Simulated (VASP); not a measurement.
# CdSe in VASP: further runs

CdSe is run at these levels: PBE; tasks: single point.

All numbers are computed with VASP 6.6.1; they aren't measurements. Logs are shortened: lines on timing, memory, paths and dates and some standing lists are left out, and cuts for length are marked.

### Step 1. The cell of the first run

Symmetry: R3m, No. 160, trigonal system. The conventional cell has a = 4.338 Å, b = 4.338 Å, c = 11.052 Å, α = 90.00°, β = 90.00°, γ = 120.00°. Cd (site symmetry 3m) has 4 Se at 2.69 to 2.71 Å within 3.5 Å. Within 3.5 Å of Se (site symmetry 3m) lie 4 Cd at 2.69 to 2.71 Å.

### Step 2. Single point, PBE (strain along [111] +4.0%)

The input, INCAR:

```
ALGO = Normal
EDIFF = 1E-6
ENCUT = 500
GGA = PE
GGA_COMPAT = F
ISIF = 2
ISMEAR = 0
LASPH = T
LCHARG = F
LREAL = F
LWAVE = F
NBANDS = 16
NELM = 120
PREC = Accurate
SIGMA = 0.01
```

The input, KPOINTS:

```
k-points
0
Gamma
  4 4 4
```

The input, POSCAR:

```
CdSe
1.0
    0.0818074924      3.1495884574      3.1495884574
    3.1495884574      0.0818074924      3.1495884574
    3.1495884574      3.1495884574      0.0818074924
Cd Se
1 1
Direct
    0.0022999568      0.0022999568      0.0022999568
    0.2477000432      0.2477000432      0.2477000432
```

Potentials or basis: VASP PAW PBE potentials, release 64 (Cd, Se).

Run with:

```
cat potpaw_PBE.64/Cd/POTCAR potpaw_PBE.64/Se/POTCAR > POTCAR
mpirun -np 1 vasp_std > vasp.out
```

OUTCAR:

```text
EDIFF = 1E-6
   ENCUT = 500
   GGA = PE
   ISIF = 2
   ISMEAR = 0
   LASPH = T
   LREAL = F
   NELM = 120
   PREC = Accurate

 ion  position               nearest neighbor table
   1  0.002  0.002  0.002-   2 2.69   2 2.69   2 2.69   2 2.71
   2  0.248  0.248  0.248-   1 2.69   1 2.69   1 2.69   1 2.71

  LATTYP: Found a trigonal (rhomboedric) cell.
 ALAT       =     4.4549419040
 COS(alpha) =     0.5257966616

  Lattice vectors:

 A1 = (   0.0818074924,   3.1495884574,   3.1495884574)
 A2 = (   3.1495884574,   0.0818074924,   3.1495884574)
 A3 = (   3.1495884574,   3.1495884574,   0.0818074924)

Analysis of symmetry for initial positions (statically):
=====================================================================
 Subroutine PRICEL returns:
 Original cell was already a primitive cell.

 Routine SETGRP: Setting up the symmetry group for a
 trigonal (rhombohedral) supercell.

 Subroutine GETGRP returns: Found  6 space group operations
 (whereof  6 operations were pure point group operations)
 out of a pool of 12 trial point group operations.

The static configuration has the point symmetry C_3v.

Analysis of symmetry for dynamics (positions and initial velocities):
=====================================================================
 Subroutine PRICEL returns:
 Original cell was already a primitive cell.

 Routine SETGRP: Setting up the symmetry group for a
 trigonal (rhombohedral) supercell.

 Subroutine GETGRP returns: Found  6 space group operations
 (whereof  6 operations were pure point group operations)
 out of a pool of 12 trial point group operations.

The dynamic configuration has the point symmetry C_3v.

 Subroutine INISYM returns: Found  6 space group operations
 (whereof  6 operations are pure point group operations),
 and found     1 'primitive' translations

----------------------------------------------------------------------------------------

                                     Primitive cell

  volume of cell :      60.0532

  direct lattice vectors                    reciprocal lattice vectors
     0.081807492  3.149588457  3.149588457    -0.165073798  0.160894715  0.160894715
     3.149588457  0.081807492  3.149588457     0.160894715 -0.165073798  0.160894715
     3.149588457  3.149588457  0.081807492     0.160894715  0.160894715 -0.165073798

  length of vectors
     4.454941904  4.454941904  4.454941904     0.281111326  0.281111326  0.281111326

  position of ions in fractional coordinates (direct lattice)
     0.002299957  0.002299957  0.002299957
     0.247700043  0.247700043  0.247700043

  ion indices of the primitive-cell ions
   primitive index   ion index
                 1           1
                 2           2

----------------------------------------------------------------------------------------

 KPOINTS: k-points

Automatic generation of k-mesh.
 Grid dimensions read from file:
 generate k-points for:    4    4    4

 Generating k-lattice:

  Cartesian coordinates                     Fractional coordinates (reciprocal lattice)
    -0.041268450  0.040223679  0.040223679     0.250000000  0.000000000 -0.000000000
     0.040223679 -0.041268450  0.040223679     0.000000000  0.250000000 -0.000000000
     0.040223679  0.040223679 -0.041268450     0.000000000  0.000000000  0.250000000

  Length of vectors
     0.070277831  0.070277831  0.070277831

  Shift w.r.t. Gamma in fractional coordinates (k-lattice)
     0.000000000  0.000000000  0.000000000

 Subroutine IBZKPT returns following result:
 ===========================================

 Found     13 irreducible k-points:

 Following reciprocal coordinates:
            Coordinates               Weight
  0.000000  0.000000  0.000000      1.000000
  0.250000 -0.000000 -0.000000      6.000000
  0.500000 -0.000000 -0.000000      3.000000
  0.250000  0.250000  0.000000      6.000000
  0.500000  0.250000  0.000000     12.000000
 -0.250000  0.250000  0.000000      6.000000
  0.500000  0.500000  0.000000      3.000000
  0.250000  0.250000  0.250000      2.000000
  0.500000  0.250000  0.250000      6.000000
 -0.250000  0.250000  0.250000      6.000000
  0.500000  0.500000  0.250000      6.000000
 -0.250000  0.500000  0.250000      6.000000
  0.500000  0.500000  0.500000      1.000000
   k-points           NKPTS =     13   k-points in BZ     NKDIM =     13   number of bands    NBANDS=     16
   number of dos      NEDOS =    301   number of ions     NIONS =      2
   total plane-waves  NPLWV =  32768
   dimension x,y,z NGX =    32 NGY =   32 NGZ =   32
   dimension x,y,z NGXF=    64 NGYF=   64 NGZF=   64
   ions per type =               1   1
   NGX,Y,Z   is equivalent  to a cutoff of  11.94, 11.94, 11.94 a.u.
   NGXF,Y,Z  is equivalent  to a cutoff of  23.88, 23.88, 23.88 a.u.
 SYSTEM =  unknown system
   PREC   = accura    normal or accurate (medium, high low for compatibility)
   ISTART =      0    job   : 0-new  1-cont  2-samecut
   ICHARG =      2    charge: 1-file 2-atom 10-const
   ISPIN  =      1    spin polarized calculation?
   LNONCOLLINEAR =      F non collinear calculations
   LSORBIT =      F    spin-orbit coupling
   LASPH  =      T    aspherical Exc in radial PAW
   ENCUT  =  500.0 eV  36.75 Ry    6.06 a.u.   8.12  8.12  8.12*2*pi/ulx,y,z
   NELM   =    120;   NELMIN=  2; NELMDL= -5     # of ELM steps
   EDIFF  = 0.1E-05   stopping-criterion for ELM
   LREAL  =      F    real-space projection
   EDIFFG = 0.1E-04   stopping-criterion for IOM
   NSW    =      0    number of steps for IOM
   IBRION =     -1    ionic relax: 0-MD 1-quasi-New 2-CG
   NFREE  =      0    steps in history (QN), initial steepest desc. (CG)
   ISIF   =      2    stress and relaxation
   ISYM   =      2    0-nonsym 1-usesym 2-fastsym
   POTIM  = 0.5000    time-step for ionic-motion
   TEBEG  =    0.0;   TEEND  =   0.0 temperature during run
   PSTRESS=    0.0 pullay stress
   NELECT =      18.0000    total number of electrons
   NUPDOWN=      -1.0000    fix difference up-down
   EMIN   =  10.00;   EMAX   =-10.00  energy-range for DOS
   EFERMI =   0.00;   METHOD = LEGACY
   ISMEAR =     0;   SIGMA  =   0.01  broadening in eV -4-tet -1-fermi 0-gaus
   EFERMI_NEDOS =   21; number of points for ismear=-14 and -15
   IALGO  =     38    algorithm
   IMIX   =      4    mixing-type and parameters
     AMIX     =   0.40;   BMIX     =  1.00
     AMIX_MAG =   1.60;   BMIX_MAG =  1.00
  volume/ion in A,a.u.               =      30.03       202.63
  Fermi-wavevector in a.u.,A,eV,Ry     =   1.095604  2.070391 16.331722  1.200348
  Thomas-Fermi vector in A             =   2.231930
   LORBIT       =      0    0 simple, 1 ext, 2 COOP (PROOUT), +10 PAW based schemes
   GGA     = PE    functional components
   LHFCALC =     F    Hartree Fock is set to
   AEXX    =    0.0000 exact exchange contribution
   IVDW    =     0    specifies the selected vdW correction
   LEPSILON=     F    determine dielectric tensor
   LRPA    =     F    only Hartree local field effects (RPA)
 non-spin polarized calculation
 Gauss-broadening in eV      SIGMA  =   0.01
  energy-cutoff  :      500.00
  volume of cell :       60.05
 maximum number of plane-waves:      1548
   NGX = 17   NGY = 17   NGZ = 17

 number of electron      18.0000004 magnetization

 Free energy of the ion-electron system (eV)
  ---------------------------------------------------
  ext. energy  EPLUGINS =         0.00000000
  ---------------------------------------------------
  free energy    TOTEN  =        -5.44615459 eV

  energy without entropy =       -5.44615459  energy(sigma->0) =       -5.44615459

 E-fermi :   0.6381     XC(G=0):  -8.5820

 val. band max:        0.5285313911   @ k =   0.0000   0.0000   0.0000
 cond. band min:       0.9213951495   @ k =   0.0000   0.0000   0.0000
 fundamental gap:      0.3928637584
 Fermi energy:         0.6380974772

 k-point     1 :       0.0000    0.0000    0.0000
  band No.  band energies     occupation
      1     -11.7670      2.00000
      2      -7.2986      2.00000
      3      -7.2914      2.00000
      4      -7.2914      2.00000
      5      -6.9899      2.00000
      6      -6.9899      2.00000
[... 8 lines left out ...]
     15      11.4069      0.00000
     16      11.4069      0.00000

 k-point     2 :       0.2500   -0.0000   -0.0000
  band No.  band energies     occupation
      1     -11.6045      2.00000
      2      -7.2507      2.00000
      3      -7.2468      2.00000
      4      -7.1017      2.00000
      5      -6.9903      2.00000
      6      -6.9851      2.00000
[... 8 lines left out ...]
     15      10.4481      0.00000
     16      10.5983      0.00000

 k-point     3 :       0.5000   -0.0000   -0.0000
  band No.  band energies     occupation
      1     -11.4402      2.00000
      2      -7.2168      2.00000
      3      -7.2159      2.00000
      4      -6.9754      2.00000
      5      -6.9630      2.00000
      6      -6.7279      2.00000
[... 8 lines left out ...]
     15      11.9279      0.00000
     16      12.7471      0.00000

 k-point     4 :       0.2500    0.2500    0.0000
  band No.  band energies     occupation
      1     -11.5563      2.00000
      2      -7.1955      2.00000
      3      -7.1947      2.00000
      4      -7.1446      2.00000
      5      -6.9914      2.00000
      6      -6.9658      2.00000
[... 8 lines left out ...]
     15      11.9293      0.00000
     16      13.2472      0.00000
[... 115 lines left out ...]
 k-point    11 :       0.5000    0.5000    0.2500
  band No.  band energies     occupation
      1     -11.4084      2.00000
      2      -7.1746      2.00000
      3      -7.1490      2.00000
      4      -7.0395      2.00000
      5      -6.9642      2.00000
      6      -6.7292      2.00000
[... 8 lines left out ...]
     15      12.4754      0.00000
     16      12.9881      0.00000

 k-point    12 :      -0.2500    0.5000    0.2500
  band No.  band energies     occupation
      1     -11.3470      2.00000
      2      -7.1464      2.00000
      3      -7.1300      2.00000
      4      -7.0173      2.00000
      5      -6.9832      2.00000
      6      -6.5856      2.00000
[... 8 lines left out ...]
     15      12.8442      0.00000
     16      12.9830      0.00000

 k-point    13 :       0.5000    0.5000    0.5000
  band No.  band energies     occupation
      1     -11.4678      2.00000
      2      -7.2181      2.00000
      3      -7.2181      2.00000
      4      -6.9738      2.00000
      5      -6.9738      2.00000
      6      -6.7750      2.00000
[... 8 lines left out ...]
     15      12.3051      0.00000
     16      12.3051      0.00000

------------------------ aborting loop because EDIFF is reached ----------------------------------------

  FORCE on cell =-STRESS in cart. coord.  units (eV):
  Direction    XX          YY          ZZ          XY          YZ          ZX
  --------------------------------------------------------------------------------------
  -------------------------------------------------------------------------------------
  Total       -0.0212694     -0.0212694     -0.0212694     -0.2209286     -0.2209286     -0.2209286
  in kB       -0.5674532     -0.5674532     -0.5674532     -5.8942177     -5.8942177     -5.8942177
  external PRESSURE =      -0.5674532 kB  Pullay stress =       0.0000000 kB

 VOLUME and BASIS-vectors are now :
 -----------------------------------------------------------------------------
  energy-cutoff  :      500.00
  volume of cell :       60.05
      direct lattice vectors                 reciprocal lattice vectors
     0.081807492  3.149588457  3.149588457    -0.165073798  0.160894715  0.160894715
     3.149588457  0.081807492  3.149588457     0.160894715 -0.165073798  0.160894715
     3.149588457  3.149588457  0.081807492     0.160894715  0.160894715 -0.165073798

 POSITION                                       TOTAL-FORCE (eV/Angst)
 -----------------------------------------------------------------------------------
      0.01468      0.01468      0.01468         0.001170      0.001170      0.001170
      1.58057      1.58057      1.58057        -0.001170     -0.001170     -0.001170
 -----------------------------------------------------------------------------------
    total drift:                               -0.000301     -0.000301     -0.000301

  FREE ENERGIE OF THE ION-ELECTRON SYSTEM (eV)
  ---------------------------------------------------
  free  energy   TOTEN  =        -5.4461545885 eV

  energy  without entropy=       -5.4461545885  energy(sigma->0) =       -5.44615459
```

Run time: 8.5 s. Hardware: 1 thread of AMD EPYC 7R13 (Zen 3), shared host; peak memory 0.15 GiB.

What came out:

- Free energy: -5.4462 eV
- Pressure: -0.1 GPa
- Band gap on the k mesh: 0.39 eV, direct

Forces on the atoms (eV/Å):
```
Cd   0.001  0.001  0.001
Se  -0.001 -0.001 -0.001
```

Stress tensor (GPa, compression positive):
```
-0.06 -0.59 -0.59
-0.59 -0.06 -0.59
-0.59 -0.59 -0.06
```

Caveat: the k points lie up to 0.44 Å⁻¹ apart; the cell differs from its parent crystal (strain along [111] +4.0%).

### Step 3. Single point, PBE (shear xy strain +2.5%)

The input, INCAR:

```
PREC = Accurate ; ENCUT = 500
EDIFF = 1E-6 ; ISMEAR = 0
SIGMA = 0.01 ; LREAL = F
LASPH = T ; NELM = 120
ALGO = Normal ; ISIF = 2
LWAVE = F ; LCHARG = T
GGA = PE ; LELF = T
LVHAR = T ; NBANDS = 16
GGA_COMPAT = F
```

The input, KPOINTS:

```
regular mesh
0
Gamma
  4 4 4
```

The input, POSCAR:

```
CdSe
1.0
    0.0383472621      3.0677809650      3.0677809650
    3.0677809650      0.0383472621      3.0677809650
    3.1061282271      3.1061282271      0.0000000000
Cd Se
1 1
Direct
    0.0026743383      0.0026743383     -0.0026743383
    0.2473256617      0.2473256617      0.2526743383
```

Potentials or basis: VASP PAW PBE potentials, release 64 (Cd, Se).

Run with:

```
cat potpaw_PBE.64/Cd/POTCAR potpaw_PBE.64/Se/POTCAR > POTCAR
mpirun -np 1 vasp_std > vasp.out
```

It took 11 s on 1 thread of AMD EPYC 7R13 (Zen 3), shared host; peak memory 0.15 GiB.

Results (log left out):

* Free energy: -5.4393 eV
* Pressure: 1.9 GPa
* Band gap on the k mesh: 0.48 eV, direct

Forces in eV/Å, atoms in the order of the input:
```
Cd   0.000  0.000 -0.002
Se   0.000  0.000  0.002
```

Stress tensor (GPa, compression positive):
```
 1.88 -0.52  0.00
-0.52  1.88  0.00
 0.00  0.00  1.87
```

Levels at points of the mesh, in eV from the valence-band top:
| k point | band 5 | band 6 | band 7 | band 8 | band 9 | band 10 | band 11 | band 12 | band 13 | band 14 |
| --- | --- | --- | --- | --- | --- | --- | --- | --- | --- | --- |
| (0.00, 0.00, 0.00) | -7.59 | -7.59 | -0.11 | -0.06 | 0.00 | 0.48 | 5.73 | 5.86 | 5.99 | 9.62 |
| (0.50, 0.00, 0.00) | -7.56 | -7.30 | -4.27 | -0.84 | -0.76 | 2.21 | 6.29 | 6.30 | 7.31 | 9.90 |
| (0.50, 0.50, 0.00) | -7.54 | -7.25 | -4.03 | -1.93 | -1.72 | 3.05 | 3.72 | 8.94 | 9.99 | 9.99 |
| (0.00, 0.00, 0.50) | -7.57 | -7.33 | -4.34 | -0.78 | -0.70 | 2.36 | 6.42 | 6.43 | 7.25 | 9.93 |
| (0.50, 0.00, 0.50) | -7.54 | -7.25 | -4.03 | -1.82 | -1.82 | 3.11 | 3.66 | 8.90 | 9.98 | 10.03 |

Caveat: the k points lie up to 0.45 Å⁻¹ apart; the cell differs from its parent crystal (shear xy strain +2.5%).
